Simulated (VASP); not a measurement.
# Ca (Fd-3m) in VASP: notebook

Runs on Ca. Level: PBEsol. Tasks: relaxation of cell and atoms, single point.

Program: VASP 6.6.1. These are calculated values, not measurements. Logs are shortened: lines on timing, memory, paths and dates and some standing lists are left out, and cuts for length are marked.

### 1 The cell of the first run

The structure is cubic, space group Fd-3m (No. 227). The conventional cell has a = 7.782 Å, b = 7.782 Å, c = 7.782 Å, α = 90.00°, β = 90.00°, γ = 90.00°. Ca (site symmetry -43m) has 4 Ca at 3.37 Å within 4.4 Å.

This isn't the form of Ca at room conditions, which is fcc.

### 2 Relaxation of cell and atoms, PBEsol

File INCAR:

```
PREC     = Accurate       # precision mode
ENCUT    = 600            # plane-wave cutoff, eV
EDIFF    = 1E-6           # SCF threshold, eV
ISMEAR   = -1             # smearing method
SIGMA    = 0.1            # smearing width, eV
LREAL    = F              # projectors in reciprocal space
LASPH    = T              # aspherical terms in the spheres
NELM     = 60             # most SCF steps
ALGO     = Normal         # electronic algorithm
ISIF     = 3              # what is computed and relaxed
LWAVE    = F              # write WAVECAR
LCHARG   = F              # write CHGCAR
GGA      = PS             # functional
IBRION   = 2              # ionic algorithm
NSW      = 80             # ionic steps
EDIFFG   = -0.01          # ionic threshold
```

File KPOINTS:

```
regular mesh
0
Gamma
  7 7 7
```

File POSCAR:

```
Ca
1.0
    0.0000000000      3.8908582557      3.8908582557
    3.8908582557      0.0000000000      3.8908582557
    3.8908582557      3.8908582557      0.0000000000
Ca
2
Direct
    0.1250000000      0.1250000000      0.1250000000
    0.8750000000      0.8750000000      0.8750000000
```

Potentials or basis: VASP PAW PBE potentials, release 64 (Ca_sv).

The run is started by

```console
cat potpaw_PBE.64/Ca_sv/POTCAR > POTCAR
mpirun -np 1 vasp_std > vasp.out
```

OUTCAR:

```text
PREC = Accurate
   ENCUT = 600
   EDIFF = 1E-6
   ISMEAR = -1
   LREAL = F
   LASPH = T
   NELM = 60
   ISIF = 3
   GGA = PS
   IBRION = 2
   NSW = 80
   EDIFFG = -0.01

 ion  position               nearest neighbor table
   1  0.125  0.125  0.125-
   2  0.875  0.875  0.875-

  LATTYP: Found a face centered cubic cell.
 ALAT       =     7.7817165114

  Lattice vectors:

 A1 = (   0.0000000000,   3.8908582557,   3.8908582557)
 A2 = (   3.8908582557,   0.0000000000,   3.8908582557)
 A3 = (   3.8908582557,   3.8908582557,   0.0000000000)

Analysis of symmetry for initial positions (statically):
=====================================================================
 Subroutine PRICEL returns:
 Original cell was already a primitive cell.

 Routine SETGRP: Setting up the symmetry group for a
 face centered cubic supercell.

 Subroutine GETGRP returns: Found 48 space group operations
 (whereof 12 operations were pure point group operations)
 out of a pool of 48 trial point group operations.

The static configuration has the point symmetry D_3d.
 The point group associated with its full space group is O_h .

Analysis of symmetry for dynamics (positions and initial velocities):
=====================================================================
 Subroutine PRICEL returns:
 Original cell was already a primitive cell.

 Routine SETGRP: Setting up the symmetry group for a
 face centered cubic supercell.

 Subroutine GETGRP returns: Found 48 space group operations
 (whereof 12 operations were pure point group operations)
 out of a pool of 48 trial point group operations.

The dynamic configuration has the point symmetry D_3d.
 The point group associated with its full space group is O_h .

 Subroutine INISYM returns: Found 48 space group operations
 (whereof 12 operations are pure point group operations),
 and found     1 'primitive' translations

----------------------------------------------------------------------------------------

                                     Primitive cell

  volume of cell :     117.8057

  direct lattice vectors                    reciprocal lattice vectors
     0.000000000  3.890858256  3.890858256    -0.128506352  0.128506352  0.128506352
     3.890858256  0.000000000  3.890858256     0.128506352 -0.128506352  0.128506352
     3.890858256  3.890858256  0.000000000     0.128506352  0.128506352 -0.128506352

  length of vectors
     5.502504514  5.502504514  5.502504514     0.222579530  0.222579530  0.222579530

  position of ions in fractional coordinates (direct lattice)
     0.125000000  0.125000000  0.125000000
     0.875000000  0.875000000  0.875000000

  ion indices of the primitive-cell ions
   primitive index   ion index
                 1           1
                 2           2

----------------------------------------------------------------------------------------

 KPOINTS: regular mesh

Automatic generation of k-mesh.
 Grid dimensions read from file:
 generate k-points for:    7    7    7

 Generating k-lattice:

  Cartesian coordinates                     Fractional coordinates (reciprocal lattice)
    -0.018358050  0.018358050  0.018358050     0.142857143  0.000000000  0.000000000
     0.018358050 -0.018358050  0.018358050     0.000000000  0.142857143  0.000000000
     0.018358050  0.018358050 -0.018358050     0.000000000  0.000000000  0.142857143

  Length of vectors
     0.031797076  0.031797076  0.031797076

  Shift w.r.t. Gamma in fractional coordinates (k-lattice)
     0.000000000  0.000000000  0.000000000

 Subroutine IBZKPT returns following result:
 ===========================================

 Found     20 irreducible k-points:

 Following reciprocal coordinates:
            Coordinates               Weight
  0.000000  0.000000  0.000000      1.000000
  0.142857  0.000000  0.000000      8.000000
  0.285714  0.000000  0.000000      8.000000
  0.428571  0.000000  0.000000      8.000000
  0.142857  0.142857  0.000000      6.000000
  0.285714  0.142857  0.000000     24.000000
[... 12 lines left out ...]
 -0.428571  0.428571  0.142857     24.000000
 -0.285714  0.428571  0.142857     24.000000
   k-points           NKPTS =     20   k-points in BZ     NKDIM =     20   number of bands    NBANDS=     14
   number of dos      NEDOS =    301   number of ions     NIONS =      2
   total plane-waves  NPLWV = 110592
   dimension x,y,z NGX =    48 NGY =   48 NGZ =   48
   dimension x,y,z NGXF=    96 NGYF=   96 NGZF=   96
   ions per type =               2
   NGX,Y,Z   is equivalent  to a cutoff of  14.50, 14.50, 14.50 a.u.
   NGXF,Y,Z  is equivalent  to a cutoff of  29.00, 29.00, 29.00 a.u.
 SYSTEM =  unknown system
   PREC   = accura    normal or accurate (medium, high low for compatibility)
   ISTART =      0    job   : 0-new  1-cont  2-samecut
   ICHARG =      2    charge: 1-file 2-atom 10-const
   ISPIN  =      1    spin polarized calculation?
   LNONCOLLINEAR =      F non collinear calculations
   LSORBIT =      F    spin-orbit coupling
   LASPH  =      T    aspherical Exc in radial PAW
   ENCUT  =  600.0 eV  44.10 Ry    6.64 a.u.  10.99 10.99 10.99*2*pi/ulx,y,z
   NELM   =     60;   NELMIN=  2; NELMDL= -5     # of ELM steps
   EDIFF  = 0.1E-05   stopping-criterion for ELM
   LREAL  =      F    real-space projection
   EDIFFG = -.1E-01   stopping-criterion for IOM
   NSW    =     80    number of steps for IOM
   IBRION =      2    ionic relax: 0-MD 1-quasi-New 2-CG
   NFREE  =      1    steps in history (QN), initial steepest desc. (CG)
   ISIF   =      3    stress and relaxation
   ISYM   =      2    0-nonsym 1-usesym 2-fastsym
   POTIM  = 0.5000    time-step for ionic-motion
   TEBEG  =    0.0;   TEEND  =   0.0 temperature during run
   PSTRESS=    0.0 pullay stress
   NELECT =      20.0000    total number of electrons
   NUPDOWN=      -1.0000    fix difference up-down
   EMIN   =  10.00;   EMAX   =-10.00  energy-range for DOS
   EFERMI =   0.00;   METHOD = LEGACY
   ISMEAR =    -1;   SIGMA  =   0.10  broadening in eV -4-tet -1-fermi 0-gaus
   EFERMI_NEDOS =   21; number of points for ismear=-14 and -15
   IALGO  =     38    algorithm
   IMIX   =      4    mixing-type and parameters
     AMIX     =   0.40;   BMIX     =  1.00
     AMIX_MAG =   1.60;   BMIX_MAG =  1.00
  volume/ion in A,a.u.               =      58.90       397.50
  Fermi-wavevector in a.u.,A,eV,Ry     =   0.906489  1.713017 11.180222  0.821723
  Thomas-Fermi vector in A             =   2.030183
   LORBIT       =      0    0 simple, 1 ext, 2 COOP (PROOUT), +10 PAW based schemes
   GGA     = PS    functional components
   LHFCALC =     F    Hartree Fock is set to
   AEXX    =    0.0000 exact exchange contribution
   IVDW    =     0    specifies the selected vdW correction
   LEPSILON=     F    determine dielectric tensor
   LRPA    =     F    only Hartree local field effects (RPA)
 conjugate gradient relaxation of ions
 non-spin polarized calculation
  energy-cutoff  :      600.00
  volume of cell :      117.81
 maximum number of plane-waves:      3956
 NGX is ok and might be reduce to    48
   NGX = 21   NGY = 21   NGZ = 21

--------------------------------------- Ionic step        1  -------------------------------------------

 number of electron      19.9999998 magnetization

 Free energy of the ion-electron system (eV)
  ---------------------------------------------------
  ext. energy  EPLUGINS =         0.00000000
  ---------------------------------------------------
  free energy    TOTEN  =        -1.98816191 eV

  energy without entropy =       -1.86756755  energy(sigma->0) =       -1.92786473

------------------------ aborting loop because EDIFF is reached ----------------------------------------

  FORCE on cell =-STRESS in cart. coord.  units (eV):
  Direction    XX          YY          ZZ          XY          YZ          ZX
  --------------------------------------------------------------------------------------
  -------------------------------------------------------------------------------------
  Total        0.9672390      0.9672390      0.9672390      0.0000000     -0.0000000     -0.0000000
  in kB       13.1546159     13.1546159     13.1546159      0.0000000     -0.0000000     -0.0000000
  external PRESSURE =      13.1546159 kB  Pullay stress =       0.0000000 kB
[... 21 lines left out ...]
  energy  without entropy=       -1.8675675504  energy(sigma->0) =       -1.92786473

--------------------------------------- Ionic step        2  -------------------------------------------

 number of electron      20.0000002 magnetization

 E-fermi :   0.3976     XC(G=0):  -6.5149

 val. band max:        0.3876441533   @ k =  -0.4286   0.4286   0.1429
 cond. band min:       0.4238536239   @ k =  -0.4286   0.4286   0.1429
 fundamental gap:      0.0362094707
 Fermi energy:         0.3976248272

 k-point     1 :       0.0000    0.0000    0.0000
  band No.  band energies     occupation
      1     -42.3071      2.00000
      2     -42.2621      2.00000
      3     -23.4065      2.00000
      4     -23.4065      2.00000
      5     -23.4065      2.00000
      6     -23.2792      2.00000
      7     -23.2792      2.00000
      8     -23.2792      2.00000
      9      -2.8642      2.00000
     10       1.1308      0.00131
     11       1.1308      0.00131
     12       1.1308      0.00131
     13       1.2604      0.00036
     14       1.2604      0.00036
[... 354 lines left out ...]
  energy  without entropy=       -1.9263358337  energy(sigma->0) =       -1.98602874

--------------------------------------- Ionic step        3  -------------------------------------------

 number of electron      20.0000001 magnetization

 Free energy of the ion-electron system (eV)
  ---------------------------------------------------
  ext. energy  EPLUGINS =         0.00000000
  ---------------------------------------------------
  free energy    TOTEN  =        -2.10393347 eV

  energy without entropy =       -1.99112749  energy(sigma->0) =       -2.04753048

 E-fermi :  -0.0089     XC(G=0):  -6.0542

 val. band max:       -0.0108992545   @ k =   0.4286   0.2857   0.1429
 cond. band min:       0.0165841221   @ k =   0.2857   0.0000   0.0000
 fundamental gap:      0.0274833766
 Fermi energy:        -0.0089094506

 k-point     1 :       0.0000    0.0000    0.0000
  band No.  band energies     occupation
      1     -42.9289      2.00000
      2     -42.9069      2.00000
      3     -23.9953      2.00000
      4     -23.9953      2.00000
      5     -23.9953      2.00000
      6     -23.9207      2.00000
      7     -23.9207      2.00000
      8     -23.9207      2.00000
      9      -3.0645      2.00000
     10       0.6526      0.00268
     11       0.6526      0.00268
     12       0.6526      0.00268
     13       0.8642      0.00032
     14       0.8642      0.00032
[... 350 lines left out ...]
  FREE ENERGIE OF THE ION-ELECTRON SYSTEM (eV)
  ---------------------------------------------------
  free  energy   TOTEN  =        -2.1039334693 eV

  energy  without entropy=       -1.9911274883  energy(sigma->0) =       -2.04753048

 reached required accuracy - stopping structural energy minimisation
```

It took 52 s on 1 thread of Intel Xeon 6975P-C (Granite Rapids), shared host; peak memory 0.33 GiB.

What came out:

```yaml
Free_energy: -2.1039 eV
Relaxed_volume: 74.71 Å³/atom
Relaxed_cell: a = 5.956 Å, b = 5.956 Å, c = 5.956 Å, α = 60.00°, β = 60.00°, γ = 60.00°
Space_group_after_relaxing_to_0.1_Å: Fd-3m (No. 227)
Energy_gained_by_relaxing: 57.9 meV/atom
Ionic_steps: 3
Pressure_after_relaxing: 0.0 GPa
Band_gap_on_the_k_mesh: zero (bands 10 and 11 overlap by 0.82 eV)
```

The path:
```
step  energy change (eV)  largest force (eV/Å)  pressure (GPa)  volume (Å³)
   1              0.0000                0.0000            1.32       117.81
   2             -0.0576                0.0000            0.88       126.25
   3             -0.1158                0.0000           -0.01       149.42
```

Final structure:
```xyz
2
Lattice="0.0000 4.2118 4.2118 4.2118 0.0000 4.2118 4.2118 4.2118 0.0000" Properties=species:S:1:pos:R:3 pbc="T T T"
Ca    1.0529    1.0529    1.0529
Ca    7.3706    7.3706    7.3706
```

Caveat: the volume moved by over 15 % at a fixed basis, so the end points are rough; the PAW data sets were made with another functional, which shifts forces and pressure a little.

### 3 Single point, PBEsol

This run uses another cell than the first one, of 74.34 Å³/atom.

File INCAR:

```
SYSTEM = Ca
ALGO = Normal
EDIFF = 1E-6
ENCUT = 520
GGA = PS
ISIF = 2
ISMEAR = -1
LASPH = .TRUE.
LCHARG = .FALSE.
LREAL = .FALSE.
LWAVE = .FALSE.
NBANDS = 17
NELM = 100
PREC = Accurate
SIGMA = 0.1
```

File KPOINTS:

```
k-points
0
G
  11 11 11
  0 0 0
```

File POSCAR:

```
Ca
1.0
    0.0000000000      4.2048506561      4.2048506561
    4.2048506561      0.0000000000      4.2048506561
    4.2048506561      4.2048506561      0.0000000000
Ca
2
Direct
    0.1250000000      0.1250000000      0.1250000000
    0.8750000000      0.8750000000      0.8750000000
```

Potentials or basis: VASP PAW PBE potentials, release 64 (Ca_sv).

The run is started by

```console
cat potpaw_PBE.64/Ca_sv/POTCAR > POTCAR
mpirun -np 1 vasp_std > vasp.out
```

Wall time 51 s (1 thread of Intel Xeon 6975P-C (Granite Rapids), shared host); peak memory 0.37 GiB.

It converged, with:

```yaml
Free_energy: -2.1065 eV
Pressure: 0.0 GPa
Band_gap_on_the_k_mesh: zero (bands 10 and 11 overlap by 0.86 eV)
```

Levels at points of the mesh, in eV from the Fermi level:
| k point | band 7 | band 8 | band 9 | band 10 | band 11 | band 12 | band 13 | band 14 |
| --- | --- | --- | --- | --- | --- | --- | --- | --- |
| (0.00, 0.00, 0.00) | -23.90 | -23.90 | -3.06 | 0.67 | 0.67 | 0.67 | 0.87 | 0.87 |

Caveat: the PAW data sets were made with another functional, which shifts forces and pressure a little.
